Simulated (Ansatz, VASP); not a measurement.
One calculation of SiB4C, two programs

```
CELL_PARAMETERS angstrom
2.98709 0.00000 0.00000
-1.49355 2.58690 0.00000
0.00000 0.00000 6.49573
ATOMIC_POSITIONS crystal
Si 0.00000 0.00000 0.50000
B 0.33333 0.66667 0.73775
B 0.33333 0.66667 0.26225
B 0.66667 0.33333 0.73775
B 0.66667 0.33333 0.26225
C 0.00000 0.00000 0.00000
```

Change from the starting cell: species swapped into the HfTiB4 type (P6/mmm, No. 191).

Alike in both runs: task relaxation of cell and atoms; functional PBE; k mesh 6 × 6 × 4; occupations gaussian, width 0.1 eV; no spin polarisation.

|  | VASP | Ansatz |
| --- | --- | --- |
| version | VASP 6.6.1 | Ansatz 0.2.0 |
| potentials or method | VASP PAW PBE potentials, release 64 (Si, B, C), cutoff 600 eV | scalar-relativistic, plane waves, PAW |
| valence electrons in the cell | 20 | 20 |

```csv
,VASP,Ansatz,Ansatz less VASP
"gap on the k mesh at the Fermi level, each at its own relaxed structure (eV)",none,none,-
relaxed volume (Å³/atom),7.89,7.88,-0.007
relaxed length of the cell vector where the two differ most in proportion (Å),6.259,6.251,-0.0080
```

A gap of «none» marks a metal or a gap that the smearing closes.

The k mesh is coarse, so the values compare programs but aren't converged.
